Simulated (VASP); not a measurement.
Wanted: the native input for a VASP 6.6.1 run.

* Task: single point
* Functional: PBE
* Potentials or basis: VASP PAW PBE potentials, release 64 (Ru_pv, C)
* Cutoff: 520 eV
* k mesh: 18 × 18 × 18
* Occupations: gaussian, width 0.1 eV
* Spin: no spin polarisation
* Dipole correction: no
* Further INCAR settings: ALGO = Normal; EDIFF = 1e-07; NBANDS = 23

The structure of Ru2C lies in POSCAR:

```
Ru2C
1.0
    1.4525720506      0.8386428644      4.6589698565
   -1.4525720506      0.8386428644      4.6589698565
    0.0000000000     -1.6772857289      4.6589698565
Ru C
2 1
Direct
    0.2446936697      0.2446936697      0.2446936697
    0.7553063303      0.7553063303      0.7553063303
    0.0000000000      0.0000000000      0.0000000000
```

One way to write it, as run:

INCAR

```
SYSTEM = Ru2C
  PREC = Accurate
  ENCUT = 520
  EDIFF = 1E-7
  ISMEAR = 0
  SIGMA = 0.1
  LREAL = .False.
  LASPH = .True.
  NELM = 60
  ALGO = Normal
  ISIF = 2
  LWAVE = .False.
  LCHARG = .False.
  GGA = PE
  NBANDS = 23
```

KPOINTS

```
Automatic mesh
0
Gamma
  18 18 18
  0 0 0
```

Potentials or basis: VASP PAW PBE potentials, release 64 (Ru_pv, C).

Command:

```sh
$ cat potpaw_PBE.64/Ru_pv/POTCAR potpaw_PBE.64/C/POTCAR > POTCAR
$ mpirun -np 1 vasp_std > vasp.out
```

Results of the run:

```
Pressure               : 0.2 GPa
Largest force          : 0.030 eV/Å
Band gap on the k mesh : zero (band 16 reaches 12.65 eV, above the bottom of band 17 at 11.03 eV)
```

It took 15 min on 1 thread of Intel(R) Xeon(R) Platinum 8488C (Sapphire Rapids), with other jobs on the host, peak memory 0.55 GiB.
